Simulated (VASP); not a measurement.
# CdAu2: single point with PBE

The system is CdAu2.

```
Cd Au
1.0
     4.75720    0.00000    0.00000
    -2.37860    4.11986    0.00000
     0.00000    0.00000    2.97935
Cd Au
1 2
Direct
  0.00000 0.00000 0.00000
  0.33333 0.66667 0.50000
  0.66667 0.33333 0.50000
```

| Quantity | Value |
| --- | --- |
| Program | VASP 6.6.1 |
| Task | single point |
| Functional | PBE |
| Potentials or basis | VASP PAW PBE potentials, release 64 (Cd, Au) |
| Cutoff | 520 eV |
| k mesh | 6 × 6 × 6 |
| Occupations | gaussian, width 0.1 eV |
| Spin | no spin polarisation |

```json
{
 "Pressure": "-0.1 GPa",
 "Band gap on the k mesh": "zero (bands 17 and 18 overlap by 4.14 eV)"
}
```

Stress tensor (GPa, compression positive):
```
-0.04  0.00  0.00
 0.00 -0.04  0.00
 0.00  0.00 -0.13
```

Levels at points of the mesh, in eV from the Fermi level:
| k point | band 13 | band 14 | band 15 | band 16 | band 17 | band 18 | band 19 | band 20 | band 21 | band 22 |
| --- | --- | --- | --- | --- | --- | --- | --- | --- | --- | --- |
| (0.00, 0.00, 0.00) | -3.61 | -3.61 | -2.57 | -2.57 | 1.84 | 3.35 | 3.57 | 3.57 | 4.13 | 4.13 |
| (0.50, 0.00, 0.00) | -3.48 | -2.84 | -2.67 | -2.49 | -2.16 | -0.88 | 2.09 | 9.72 | 10.02 | 10.92 |
| (0.00, 0.00, 0.50) | -3.59 | -3.59 | -2.77 | -1.63 | -0.65 | 4.98 | 6.12 | 6.59 | 6.59 | 6.89 |
| (0.50, 0.00, 0.50) | -3.22 | -2.65 | -1.99 | -0.36 | 0.42 | 0.92 | 1.68 | 4.43 | 4.44 | 5.25 |

It took 21 s on 1 thread of Intel(R) Xeon(R) Platinum 8375C CPU @ 2.90GHz (Ice Lake) (shared host), peak memory 0.2 GiB.

Caveat: spin-orbit coupling is left out, which moves the levels of the heavy elements.
